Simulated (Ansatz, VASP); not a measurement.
## One calculation of TeRu, two programs

```
Ru Te
1.0
     4.57880    0.00000    0.00000
     0.00000    4.57880    0.00000
     0.00000    0.00000    5.70062
Ru Te
2 2
Direct
  0.00000 0.50000 0.00000
  0.50000 0.00000 0.50000
  0.00000 0.00000 0.25000
  0.00000 0.00000 0.75000
```

Alike in both runs: task single point; functional PBEsol; k mesh 4 × 4 × 4; occupations gaussian, width 0.05 eV; collinear spin; Hubbard terms Ru d U = 7.0 eV.

```csv
,VASP,Ansatz
version,VASP 6.6.1,Ansatz 0.2.0
potentials or method,"VASP PAW PBE potentials, release 64 (Ru_pv, Te), cutoff 520 eV","scalar-relativistic, plane waves, PAW"
valence electrons in the cell,40,64
```

```csv
,VASP,Ansatz,Ansatz less VASP
gap on the k mesh at the Fermi level (eV),none,none,-
pressure (GPa),6.8,7.0,+0.18
"traceless stress, the component that is largest in VASP (GPa)",10.51,10.80,+0.286
net moment per atom (μB),0.00,0.00,0.000
size of the moment on the site where the two differ most (μB),2.40,2.12,-0.280
```

VASP's potentials were made for PBE, not for PBEsol. Site moments also hang on the region over which each program counts them. The programs project onto different local orbitals, so the same U acts differently, and such runs can settle in different states. A gap of «none» marks a metal or a gap that the smearing closes. VASP's potentials hold 40 valence electrons a cell and Ansatz's 64, so a difference there can come from the potentials and not from the codes. Ansatz's warnings: filled band counts differ across k points, specified occupation not kept, stress scf threshold loose.

Spin-orbit coupling is off throughout.
